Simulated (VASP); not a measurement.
## Al48ZnN48 (a cell with a defect): single point with PBE

The system is Al48ZnN48 (a cell with a defect).

```
CELL_PARAMETERS angstrom
9.38927 5.42090 0.00000
-9.38927 5.42090 0.00000
0.00000 0.00000 10.03481
ATOMIC_POSITIONS crystal
Al 0.00263 0.16542 0.24980
Al 0.16233 0.99723 0.24981
Al 0.33261 0.33340 0.25046
Al 0.00192 0.33339 0.50057
Al 0.16477 0.16602 0.50036
Al 0.33096 0.99790 0.50058
Al 0.99959 0.16592 0.74917
Al 0.16587 0.00028 0.74918
Al 0.33058 0.33340 0.75270
Al 0.00451 0.33338 0.99534
Al 0.16636 0.16576 0.99955
Al 0.32841 0.99535 0.99535
Al 0.00032 0.66726 0.25047
Al 0.17061 0.50138 0.24981
Al 0.33030 0.82927 0.24981
Al 0.00077 0.83506 0.50037
Al 0.16813 0.66771 0.50037
Al 0.33213 0.50074 0.50036
Al 0.00236 0.66930 0.75272
Al 0.16708 0.50089 0.74917
Al 0.33335 0.83280 0.74917
Al 0.99892 0.83348 0.99956
Al 0.16654 0.66586 0.99956
Al 0.33398 0.50100 0.99955
Al 0.48386 0.15082 0.23347
Al 0.66645 0.99955 0.25046
Al 0.84906 0.33339 0.23340
Al 0.48883 0.33338 0.51071
Al 0.66644 0.15575 0.51072
Al 0.83380 0.99907 0.50036
Al 0.49846 0.16541 0.75320
Al 0.66646 0.99752 0.75270
Al 0.83447 0.33340 0.75320
Al 0.49906 0.33338 0.99815
Al 0.66644 0.16599 0.99814
Al 0.83406 0.00091 0.99956
Al 0.49848 0.66957 0.24980
Al 0.66644 0.51598 0.23343
Al 0.83444 0.83755 0.24980
Al 0.49909 0.83170 0.50036
Al 0.66646 0.66885 0.50057
Al 0.84412 0.51105 0.51075
Al 0.49899 0.66652 0.74917
Al 0.66646 0.50140 0.75320
Al 0.83395 0.83401 0.74917
Al 0.49882 0.83329 0.99955
Al 0.66645 0.67143 0.99534
Al 0.83383 0.50076 0.99813
N 0.99904 0.16662 0.44012
N 0.16713 0.00086 0.44014
N 0.33053 0.33342 0.44085
N 0.00990 0.33336 0.18607
N 0.16835 0.16571 0.19053
N 0.32299 0.98992 0.18607
N 0.00055 0.16599 0.93914
N 0.16500 0.99935 0.93915
N 0.33290 0.33341 0.94241
N 0.99911 0.33336 0.69043
N 0.16654 0.16699 0.69018
N 0.33373 0.00067 0.69043
N 0.00245 0.66939 0.44085
N 0.16585 0.50024 0.44012
N 0.33393 0.83407 0.44014
N 0.99686 0.83143 0.19052
N 0.16449 0.66380 0.19053
N 0.33599 0.50099 0.19053
N 0.00006 0.66700 0.94243
N 0.16797 0.50084 0.93914
N 0.33242 0.83193 0.93914
N 0.99994 0.83324 0.69019
N 0.16630 0.66688 0.69019
N 0.33290 0.49972 0.69018
N 0.50028 0.16722 0.43983
N 0.66648 0.99747 0.44085
N 0.83272 0.33345 0.43986
N 0.50202 0.33335 0.19191
N 0.66641 0.16897 0.19191
N 0.83405 0.00293 0.19053
N 0.49838 0.16531 0.94424
N 0.66648 0.99984 0.94242
N 0.83460 0.33342 0.94426
N 0.49914 0.33336 0.69615
N 0.66642 0.16607 0.69615
N 0.83278 0.99984 0.69018
N 0.49969 0.66597 0.44012
N 0.66652 0.49964 0.43986
N 0.83330 0.83278 0.44012
N 0.49877 0.83529 0.19053
N 0.66642 0.67682 0.18608
N 0.83079 0.49773 0.19193
N 0.49906 0.66748 0.93914
N 0.66648 0.50152 0.94425
N 0.83390 0.83490 0.93914
N 0.50006 0.83348 0.69018
N 0.66643 0.66604 0.69043
N 0.83372 0.50066 0.69617
Zn 0.66655 0.33346 0.35445
```

```
Program             : VASP 6.6.1
Task                : single point
Functional          : PBE
Potentials or basis : VASP PAW PBE potentials, release 64 (Al, N, Zn)
Cutoff              : 520 eV
k mesh              : 1 × 1 × 1, shifted
Occupations         : gaussian, width 0.01 eV
Spin                : no spin polarisation
```

The largest force is 0.071 eV/Å.

Forces in eV/Å, atoms in the order of the input:
```
Al  -0.004  0.005  0.002
Al   0.006  0.002  0.002
Al  -0.001  0.000  0.003
Al  -0.003 -0.002 -0.003
Al  -0.001  0.002  0.000
Al   0.001  0.004 -0.004
Al   0.001  0.000  0.001
Al  -0.001 -0.001 -0.001
Al  -0.002  0.000  0.003
Al   0.000  0.000  0.003
Al   0.000  0.003  0.002
Al   0.000 -0.002  0.000
Al   0.000  0.004  0.003
Al   0.003 -0.006  0.002
Al  -0.005  0.002  0.002
Al   0.003  0.000 -0.001
Al  -0.002  0.000  0.000
Al   0.001 -0.003  0.000
Al  -0.001  0.001  0.001
Al   0.002 -0.001  0.001
Al   0.001 -0.002  0.000
Al   0.000 -0.002  0.002
Al  -0.001 -0.001  0.002
Al   0.003 -0.001  0.002
Al   0.002 -0.002 -0.008
Al   0.003 -0.001  0.003
Al   0.004  0.003 -0.006
Al   0.005  0.003 -0.006
Al  -0.006  0.003 -0.004
Al   0.000 -0.002 -0.001
Al   0.001 -0.002  0.003
Al   0.001 -0.001  0.003
Al   0.000 -0.001  0.002
Al  -0.004 -0.002  0.000
Al   0.001 -0.001 -0.002
Al  -0.002 -0.001  0.002
Al   0.005  0.005  0.001
Al  -0.001  0.003 -0.006
Al  -0.001 -0.005  0.001
Al   0.001  0.002  0.000
Al   0.004 -0.002 -0.004
Al  -0.001 -0.007 -0.005
Al  -0.001  0.000 -0.001
Al  -0.001  0.001  0.002
Al  -0.001  0.001  0.000
Al  -0.002  0.001  0.002
Al  -0.002  0.001  0.000
Al  -0.002  0.003 -0.001
N    0.001 -0.002 -0.001
N   -0.002 -0.001 -0.001
N   -0.001 -0.001 -0.003
N    0.006  0.003 -0.002
N    0.001  0.000 -0.001
N    0.000 -0.006 -0.002
N    0.001 -0.001 -0.001
N   -0.001  0.000 -0.001
N    0.000  0.000 -0.001
N   -0.001  0.000  0.000
N    0.002  0.000  0.000
N    0.000  0.001  0.000
N    0.000  0.002 -0.003
N   -0.001  0.002 -0.001
N    0.002 -0.001 -0.001
N   -0.001 -0.001 -0.002
N    0.001 -0.001 -0.002
N    0.000  0.001 -0.002
N    0.000  0.000 -0.001
N    0.000  0.001 -0.001
N    0.001  0.000 -0.001
N    0.000 -0.001  0.000
N    0.000 -0.001  0.000
N    0.001  0.001  0.000
N    0.001 -0.063  0.034
N    0.001 -0.001 -0.003
N    0.054  0.031  0.034
N   -0.011 -0.007 -0.009
N    0.011 -0.007 -0.009
N    0.000  0.001 -0.002
N    0.000  0.000 -0.001
N   -0.001  0.000 -0.001
N    0.000  0.000 -0.001
N    0.003  0.002  0.002
N   -0.003  0.001  0.003
N   -0.001  0.001  0.000
N   -0.002 -0.001 -0.001
N   -0.054  0.032  0.034
N    0.000  0.002 -0.001
N   -0.002  0.000 -0.001
N   -0.006  0.003 -0.002
N    0.000  0.014 -0.010
N   -0.001  0.000 -0.001
N    0.000  0.000 -0.001
N    0.000  0.001 -0.001
N   -0.001  0.001  0.000
N    0.001  0.000  0.000
N    0.000 -0.003  0.003
Zn  -0.001 -0.003 -0.035
```

Levels at points of the mesh, in eV from the Fermi level:
```
           k point  band 194  band 195  band 196  band 197  band 198  band 199  band 200  band 201
(0.25, 0.25, 0.25)     -0.21     -0.15     -0.13     -0.08      4.53      5.08      5.28      5.47
```

It took 17 min on 1 thread of Intel(R) Xeon(R) Platinum 8259CL CPU @ 2.50GHz (Skylake/Cascade Lake), on a shared host, peak memory 1.1 GiB.

Caveat: the cell carries a net charge on a neutralising background, which shifts energy and pressure; the cell is charged against a uniform background, so pressure and absolute levels hang on convention.
